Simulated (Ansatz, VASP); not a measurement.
## Pb: VASP and Ansatz over several settings

```
Pb
1.0
     3.48000    0.00000    0.00000
    -1.74000    3.01377    0.00000
     0.00000    0.00000    5.59000
Pb
2
Cartesian
  1.7400 1.0046 4.1925
  0.0000 2.0092 1.3975
```

Single points on this cell with VASP 6.6.1 and Ansatz 0.2.0. Each row is one pair of runs. Alike in all rows: spin: off; k mesh: 5 × 5 × 3; smearing: fermi-dirac, width 0.05 eV; VASP's potentials, cutoff: VASP PAW PBE potentials, release 64 (Pb_d), 520 eV; Ansatz's potentials, cutoff: Ansatz PAW, 420 eV.

| level | gap on the k mesh at the Fermi level (eV), VASP | gap on the k mesh at the Fermi level (eV), Ansatz | pressure (GPa), VASP | pressure (GPa), Ansatz |
| --- | --- | --- | --- | --- |
| PBE0 | none | none | 3.1 | 2.9 |
| HF | none | none | 8.5 | 9.0 |
| PBEsol-based global hybrid | none | none | 1.0 | 1.2 |
| B3LYP | none | none | 6.8 | 6.8 |

Pressure (GPa): the two programs differ by at most 0.47.

A gap of «none» marks a metal or a gap that the smearing closes.

The k mesh is coarse, so the values compare programs but aren't converged. Neither program's run includes spin-orbit coupling.
